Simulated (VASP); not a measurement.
Wanted: the native input for a VASP 6.6.1 run.

| Item | Value |
| --- | --- |
| Task | single point |
| Functional | RPBE |
| Potentials or basis | VASP PAW PBE potentials, release 64 (Pd) |
| Cutoff | 520 eV |
| k mesh | 12 × 12 × 12 |
| Occupations | fermi-dirac, width 0.05 eV |
| Spin | no spin polarisation |
| Dipole correction | no |
| Further INCAR settings | ALGO = Normal; EDIFF = 1e-06; NBANDS = 11 |

The structure of Pd lies in POSCAR:

```
Pd
1.0
    0.0000000000      1.9897873681      1.9897873681
    1.9897873681      0.0000000000      1.9897873681
    1.9897873681      1.9897873681      0.0000000000
Pd
1
Direct
    0.0000000000      0.0000000000      0.0000000000
```

One way to write it, as run:

INCAR

```
SYSTEM = Pd
ALGO = Normal ; EDIFF = 1E-6
ENCUT = 520 ; GGA = RP
ISIF = 2 ; ISMEAR = -1
LASPH = .True. ; LCHARG = .True.
LELF = .True. ; LREAL = .False.
LVHAR = .True. ; LWAVE = .False.
NBANDS = 11 ; NELM = 80
PREC = Accurate ; SIGMA = 0.05
```

KPOINTS

```
k-points
0
Gamma
  12 12 12
  0 0 0
```

Potentials or basis: VASP PAW PBE potentials, release 64 (Pd).

Run with:

```console
$ cat potpaw_PBE.64/Pd/POTCAR > POTCAR
$ mpirun -np 1 vasp_std > vasp.out
```

It gave:

The pressure is -0.3 GPa and the band gap on the k mesh is zero (band 5 reaches 9.05 eV, above the bottom of band 6 at 7.64 eV).

Caveat: the PAW data sets were made with another functional, which shifts forces and pressure a little.

Wall time 23 s on 1 thread of AMD EPYC 7R13, with other jobs on the host, peak memory 0.11 GiB.
